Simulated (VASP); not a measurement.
# Ir (P6/mmm) in VASP: a series of runs, part 2 of 2

VASP 6.6.1. The steps go on from the part before.

## (3) Single point, RPBE (13.34 Å³/atom)

This run uses another cell than the first one, of 13.34 Å³/atom.

Input file INCAR:

```
SYSTEM = Ir
PREC = Accurate ; ENCUT = 520
EDIFF = 1E-6 ; ISMEAR = -1
SIGMA = 0.1 ; LREAL = .FALSE.
LASPH = .TRUE. ; NELM = 100
ALGO = Normal ; ISIF = 2
LWAVE = .FALSE. ; LCHARG = .FALSE.
GGA = RP ; NBANDS = 20
```

Input file KPOINTS:

```
Automatic mesh
0
G
  11 11 15
  0 0 0
```

Input file POSCAR:

```
Ir
1.0
    4.2135985947      0.0000000000      0.0000000000
   -2.1067992973      3.6490834244      0.0000000000
    0.0000000000      0.0000000000      2.6035953973
Ir
3
Direct
    0.0000000000      0.0000000000      0.0000000000
    0.3333333333      0.6666666667      0.5000000000
    0.6666666667      0.3333333333      0.5000000000
```

Potentials or basis: VASP PAW PBE potentials, release 64 (Ir).

Run with:

```console
> cat potpaw_PBE.64/Ir/POTCAR > POTCAR
> mpirun -np 1 vasp_std > vasp.out
```

OUTCAR:

```text
SYSTEM = Ir
   PREC = Accurate
   ENCUT = 520
   EDIFF = 1E-6
   ISMEAR = -1
   LREAL = .FALSE.
   LASPH = .TRUE.
   NELM = 100
   ISIF = 2
   GGA = RP

 ion  position               nearest neighbor table
   1  0.000  0.000  0.000-   2 2.76   3 2.76   2 2.76   3 2.76   3 2.76   3 2.76   2 2.76   2 2.76
                             3 2.76   3 2.76   2 2.76   2 2.76
   2  0.333  0.667  0.500-   3 2.43   3 2.43   3 2.43   1 2.76   1 2.76   1 2.76   1 2.76   1 2.76
                             1 2.76
   3  0.667  0.333  0.500-   2 2.43   2 2.43   2 2.43   1 2.76   1 2.76   1 2.76   1 2.76   1 2.76
                             1 2.76

  LATTYP: Found a hexagonal cell.
 ALAT       =     4.2135985947
 C/A-ratio  =     0.6179030439

  Lattice vectors:

 A1 = (   4.2135985947,   0.0000000000,   0.0000000000)
 A2 = (  -2.1067992973,   3.6490834244,   0.0000000000)
 A3 = (   0.0000000000,   0.0000000000,   2.6035953973)

Analysis of symmetry for initial positions (statically):
=====================================================================
 Subroutine PRICEL returns:
 Original cell was already a primitive cell.

 Routine SETGRP: Setting up the symmetry group for a
 hexagonal supercell.

 Subroutine GETGRP returns: Found 24 space group operations
 (whereof 24 operations were pure point group operations)
 out of a pool of 24 trial point group operations.

The static configuration has the point symmetry D_6h.

Analysis of symmetry for dynamics (positions and initial velocities):
=====================================================================
 Subroutine PRICEL returns:
 Original cell was already a primitive cell.

 Routine SETGRP: Setting up the symmetry group for a
 hexagonal supercell.

 Subroutine GETGRP returns: Found 24 space group operations
 (whereof 24 operations were pure point group operations)
 out of a pool of 24 trial point group operations.
[... 118 lines left out ...]
   ISMEAR =    -1;   SIGMA  =   0.10  broadening in eV -4-tet -1-fermi 0-gaus
   EFERMI_NEDOS =   21; number of points for ismear=-14 and -15
   IALGO  =     38    algorithm
   IMIX   =      4    mixing-type and parameters
     AMIX     =   0.40;   BMIX     =  1.00
     AMIX_MAG =   1.60;   BMIX_MAG =  1.00
  volume/ion in A,a.u.               =      13.34        90.05
  Fermi-wavevector in a.u.,A,eV,Ry     =   1.435685  2.713052 28.044226  2.061192
  Thomas-Fermi vector in A             =   2.554957
   LORBIT       =      0    0 simple, 1 ext, 2 COOP (PROOUT), +10 PAW based schemes
   GGA     = RP    functional components
   LHFCALC =     F    Hartree Fock is set to
   AEXX    =    0.0000 exact exchange contribution
   IVDW    =     0    specifies the selected vdW correction
   LEPSILON=     F    determine dielectric tensor
   LRPA    =     F    only Hartree local field effects (RPA)
 non-spin polarized calculation
  energy-cutoff  :      520.00
  volume of cell :       40.03
 maximum number of plane-waves:      1095
 NGX is ok and might be reduce to    32
   NGX = 15   NGY = 15   NGZ =  9

 number of electron      26.9999999 magnetization

 Free energy of the ion-electron system (eV)
  ---------------------------------------------------
  ext. energy  EPLUGINS =         0.00000000
  ---------------------------------------------------
  free energy    TOTEN  =       -22.85807153 eV

  energy without entropy =      -22.72720909  energy(sigma->0) =      -22.79264031

 E-fermi :  11.5297     XC(G=0): -14.2834

 val. band max:       11.5229994334   @ k =   0.3636   0.0000   0.0667
 cond. band min:      11.5319832499   @ k =   0.4545   0.0000   0.0667
 fundamental gap:      0.0089838165
 Fermi energy:        11.5297324290

 k-point     1 :       0.0000    0.0000    0.0000
  band No.  band energies     occupation
      1      -0.2049      2.00000
      2       3.4482      2.00000
      3       6.1212      2.00000
      4       6.3997      2.00000
      5       6.3997      2.00000
      6       6.4243      2.00000
[... 541 lines left out ...]
     19      19.9173      0.00000
     20      21.2812      0.00000

 [... further k-points ...]

------------------------ aborting loop because EDIFF is reached ----------------------------------------

  FORCE on cell =-STRESS in cart. coord.  units (eV):
  Direction    XX          YY          ZZ          XY          YZ          ZX
  --------------------------------------------------------------------------------------
  -------------------------------------------------------------------------------------
  Total       14.2327926     14.2327926     12.6271102      0.0000000      0.0000000      0.0000000
  in kB      569.6265941    569.6265941    505.3637710      0.0000000      0.0000000      0.0000000
  external PRESSURE =     548.2056530 kB  Pullay stress =       0.0000000 kB

 VOLUME and BASIS-vectors are now :
 -----------------------------------------------------------------------------
  energy-cutoff  :      520.00
  volume of cell :       40.03
      direct lattice vectors                 reciprocal lattice vectors
     4.213598595  0.000000000  0.000000000     0.237326831  0.137020710  0.000000000
    -2.106799297  3.649083424  0.000000000     0.000000000  0.274041419  0.000000000
     0.000000000  0.000000000  2.603595397     0.000000000  0.000000000  0.384084256

 POSITION                                       TOTAL-FORCE (eV/Angst)
 -----------------------------------------------------------------------------------
      0.00000      0.00000      0.00000         0.000000      0.000000      0.000000
     -0.00000      2.43272      1.30180        -0.000000      0.000000      0.000000
      2.10680      1.21636      1.30180         0.000000     -0.000000      0.000000
 -----------------------------------------------------------------------------------
    total drift:                               -0.000000      0.000000      0.000000

  FREE ENERGIE OF THE ION-ELECTRON SYSTEM (eV)
  ---------------------------------------------------
  free  energy   TOTEN  =       -22.8580715293 eV

  energy  without entropy=      -22.7272090950  energy(sigma->0) =      -22.79264031
```

It took 58 s on 1 thread of Intel Xeon Platinum 8259CL at 2.50GHz (Skylake/Cascade Lake), shared host; peak memory 0.21 GiB.

What came out:

```
Free energy            : -22.8581 eV
Pressure               : 54.8 GPa
Band gap on the k mesh : zero (an odd number of electrons rules out a gap without spin polarisation)
```

Stress tensor (GPa, compression positive):
```
56.96  0.00  0.00
 0.00 56.96  0.00
 0.00  0.00 50.54
```

Levels at points of the mesh, in eV from the Fermi level:
```csv
k point,band 12,band 13,band 14,band 15,band 16,band 17
"(0.00, 0.00, 0.00)",-2.39,-2.34,-2.34,1.39,1.39,6.82
```

Caveat: the cell stands under pressure; the PAW data sets were made with another functional, which shifts forces and pressure a little; spin-orbit coupling is left out, which moves the levels of the heavy elements.

## (4) Single point, RPBE (13.95 Å³/atom)

This run uses another cell than the first one, of 13.95 Å³/atom.

Input file INCAR:

```
SYSTEM = Ir
PREC     = Accurate       ! precision mode
ENCUT    = 520            ! plane-wave cutoff, eV
EDIFF    = 1E-7           ! SCF threshold, eV
ISMEAR   = -1             ! smearing method
SIGMA    = 0.1            ! smearing width, eV
LREAL    = .False.        ! projectors in reciprocal space
LASPH    = .True.         ! aspherical terms in the spheres
NELM     = 80             ! most SCF steps
ALGO     = Normal         ! electronic algorithm
ISIF     = 2              ! what is computed and relaxed
LWAVE    = .False.        ! write WAVECAR
LCHARG   = .True.         ! write CHGCAR
GGA      = RP             ! functional
LELF     = .True.         ! ELF
LVHAR    = .True.       
NBANDS   = 20             ! bands
```

Input file KPOINTS:

```
Automatic mesh
0
Gamma
  11 11 15
  0 0 0
```

Input file POSCAR:

```
Ir
1.0
    4.2764973991      0.0000000000      0.0000000000
   -2.1382486995      3.7035553869      0.0000000000
    0.0000000000      0.0000000000      2.6424607600
Ir
3
Direct
    0.0000000000      0.0000000000      0.0000000000
    0.3333333333      0.6666666667      0.5000000000
    0.6666666667      0.3333333333      0.5000000000
```

Run with:

```console
> cat potpaw_PBE.64/Ir/POTCAR > POTCAR
> mpirun -np 1 vasp_std > vasp.out
```

It took 67 s on 1 thread of Intel Xeon Platinum 8259CL at 2.50GHz (Skylake/Cascade Lake), shared host; peak memory 0.21 GiB.

Results (log left out):

| Property | Result |
| --- | --- |
| Free energy | -23.3471 eV |
| Pressure | 32.1 GPa |
| Band gap on the k mesh | zero (an odd number of electrons rules out a gap without spin polarisation) |

Stress tensor (GPa, compression positive):
```
33.39  0.00  0.00
 0.00 33.39  0.00
 0.00  0.00 29.38
```

Levels at points of the mesh, in eV from the Fermi level:
```csv
k point,band 12,band 13,band 14,band 15,band 16,band 17
"(0.00, 0.00, 0.00)",-2.22,-2.17,-2.17,1.28,1.28,6.48
```

Caveat: the cell stands under pressure; the PAW data sets were made with another functional, which shifts forces and pressure a little; spin-orbit coupling is left out, which moves the levels of the heavy elements.

## (5) Single point, RPBE (14.56 Å³/atom)

This run uses another cell than the first one, of 14.56 Å³/atom.

Input file INCAR:

```
  PREC = Accurate
  ENCUT = 520
  EDIFF = 1E-6
  ISMEAR = -1
  SIGMA = 0.1
  LREAL = False
  LASPH = True
  NELM = 100
  ALGO = Normal
  ISIF = 2
  LWAVE = False
  LCHARG = False
  GGA = RP
  NBANDS = 20
```

Input file KPOINTS:

```
Automatic mesh
0
Gamma
  11 11 15
```

Input file POSCAR:

```
Ir
1.0
    4.3375984742      0.0000000000      0.0000000000
   -2.1687992371      3.7564704701      0.0000000000
    0.0000000000      0.0000000000      2.6802153003
Ir
3
Direct
    0.0000000000      0.0000000000      0.0000000000
    0.3333333333      0.6666666667      0.5000000000
    0.6666666667      0.3333333333      0.5000000000
```

Run with:

```console
> cat potpaw_PBE.64/Ir/POTCAR > POTCAR
> mpirun -np 1 vasp_std > vasp.out
```

Run time: 58 s. Hardware: 1 thread of Intel Xeon Platinum 8259CL at 2.50GHz (Skylake/Cascade Lake), shared host; peak memory 0.22 GiB.

The run converged. Its results:

```
Free energy            : -23.6067 eV
Pressure               : 14.2 GPa
Band gap on the k mesh : zero (an odd number of electrons rules out a gap without spin polarisation)
```

Stress tensor (GPa, compression positive):
```
14.91  0.00  0.00
 0.00 14.91  0.00
 0.00  0.00 12.83
```

Levels at points of the mesh, in eV from the Fermi level:
| k point | band 12 | band 13 | band 14 | band 15 | band 16 | band 17 |
| --- | --- | --- | --- | --- | --- | --- |
| (0.00, 0.00, 0.00) | -2.07 | -2.02 | -2.02 | 1.18 | 1.18 | 6.18 |

Caveat: the cell stands under pressure; the PAW data sets were made with another functional, which shifts forces and pressure a little; spin-orbit coupling is left out, which moves the levels of the heavy elements.

## (6) The runs side by side

```tsv
cell	k mesh	gap on the mesh (eV)	pressure (GPa)
a = 4.397, b = 4.397, c = 2.717 Å, angles 90.0, 90.0, 120.0°, 3 atoms	9 × 9 × 12	none	0.3
a = 4.214, b = 4.214, c = 2.604 Å, angles 90.0, 90.0, 120.0°, 3 atoms	11 × 11 × 15	none	54.8
a = 4.276, b = 4.276, c = 2.642 Å, angles 90.0, 90.0, 120.0°, 3 atoms	11 × 11 × 15	none	32.1
a = 4.338, b = 4.338, c = 2.680 Å, angles 90.0, 90.0, 120.0°, 3 atoms	11 × 11 × 15	none	14.2
```

Alike in all rows: task single point; level RPBE; potentials or basis VASP PAW PBE potentials, release 64 (Ir); no spin polarisation; cutoff (eV) 520; smearing fermi-dirac 0.1 eV.

Caveats: the PAW data sets were made with another functional, which shifts forces and pressure a little; spin-orbit coupling is left out, which moves the levels of the heavy elements; the cell stands under pressure (at least some runs).

Total energies depend on the potentials used, so only differences within one code and one set of settings carry meaning.
